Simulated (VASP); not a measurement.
BN, 2 atoms in the cell. It takes space group F-43m (No. 216, cubic). Conventional cell: a = 3.547 Å, b = 3.547 Å, c = 3.547 Å, α = 90.00°, β = 90.00°, γ = 90.00°. B (site symmetry -43m) has 4 N at 1.54 Å within 2.0 Å. N (site symmetry -43m) has 4 B at 1.54 Å within 2.0 Å. 

- Program: VASP 6.6.1
- Task: single point
- Functional: LDA
- Potentials or basis: VASP PAW LDA potentials, release 64 (B, N)
- Cutoff: 520 eV
- k mesh: 12 × 12 × 12
- Occupations: gaussian, width 0.01 eV
- Spin: no spin polarisation
- Dipole correction: no
- Further INCAR settings: ALGO = Normal; EDIFF = 1e-06; NBANDS = 11

Potentials or basis: VASP PAW LDA potentials, release 64 (B, N).

The run is started by

```console
$ cat potpaw_LDA.64/B/POTCAR potpaw_LDA.64/N/POTCAR > POTCAR
$ mpirun -np 1 vasp_std > vasp.out
```

Hardware: 1 thread of Intel Xeon 8259CL (shared host).

How long does it take, and how much memory?

Wall time 11 s on 1 thread of Intel Xeon 8259CL, with other jobs on the host, peak memory 0.09 GiB. Counts: scf iterations 11, k points 72.
